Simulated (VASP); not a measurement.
Input of a VASP 6.6.1 run:

The input INCAR:

```
PREC = Accurate ; ENCUT = 520
EDIFF = 1E-7 ; ISMEAR = 0
SIGMA = 0.1 ; LREAL = F
LASPH = T ; NELM = 60
ALGO = Normal ; ISIF = 2
LWAVE = F ; LCHARG = F
GGA = PE ; NBANDS = 14
```

KPOINTS

```
Automatic mesh
0
Gamma
  8 8 4
```

The input POSCAR:

```
B
1.0
    1.6877460679     -1.4763510054      0.0000000000
    1.6877460679      1.4763510054      0.0000000000
    0.0000000000      0.0000000000      5.4117111721
B
4
Direct
    1.0000062544     -0.0000062544      0.1570572179
    0.4999937456      0.5000062544      0.6570572179
   -0.0000062544      1.0000062544      0.8429427821
    0.5000062544      0.4999937456      0.3429427821
```

Potentials or basis: VASP PAW PBE potentials, release 64 (B).

Launch:

```console
$ cat potpaw_PBE.64/B/POTCAR > POTCAR
$ mpirun -np 1 vasp_std > vasp.out
```

**Question.** Estimate the band gap on the k mesh.

**Answer.** Zero (bands 6 and 7 overlap by 6.46 eV).

**Question.** Predict the largest force.

**Answer.** 0.006 eV/Å.

Stress tensor (GPa, compression positive):
```
 0.15  0.00  0.00
 0.00 -0.01  0.00
 0.00  0.00 -0.10
```
